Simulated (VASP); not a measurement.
A run of VASP 6.6.1 is set up as follows.

INCAR

```
SYSTEM = K2F
ALGO     = Normal         ! electronic algorithm
EDIFF    = 1E-6           ! SCF threshold, eV
ENCUT    = 520            ! plane-wave cutoff, eV
GGA      = PE             ! functional
ISIF     = 2              ! what is computed and relaxed
ISMEAR   = 0              ! smearing method
LASPH    = .TRUE.         ! aspherical terms in the spheres
LCHARG   = .FALSE.        ! write CHGCAR
LREAL    = .FALSE.        ! projectors in reciprocal space
LWAVE    = .FALSE.        ! write WAVECAR
NBANDS   = 20             ! bands
NELM     = 80             ! most SCF steps
PREC     = Accurate       ! precision mode
SIGMA    = 0.1            ! smearing width, eV
```

File KPOINTS:

```
k-points
0
G
  6 6 6
  0 0 0
```

Contents of POSCAR:

```
K2F
1.0
    5.3611846440      0.0000000000      0.0000000000
   -2.6805923220      4.6429220962      0.0000000000
    0.0000000000      0.0000000000      3.4080544174
K F
2 1
Direct
    0.3333333333      0.6666666667      0.5000000000
    0.6666666667      0.3333333333      0.5000000000
    0.0000000000      0.0000000000      0.0000000000
```

Potentials or basis: VASP PAW PBE potentials, release 64 (K_sv, F).

Launch:

```sh
$ cat potpaw_PBE.64/K_sv/POTCAR potpaw_PBE.64/F/POTCAR > POTCAR
$ mpirun -np 1 vasp_std > vasp.out
```

Problem. Predict the band gap on the k mesh.

Solution. Zero (an odd number of electrons rules out a gap without spin polarisation).

Problem. Estimate the pressure.

Solution. 3.1 GPa.

Stress tensor (GPa, compression positive):
```
1.53 0.00 0.00
0.00 1.53 0.00
0.00 0.00 6.29
```

Caveat: the cell stands under pressure; an odd number of electrons without spin polarisation forces a metal; a magnetic or distorted state may lie lower.
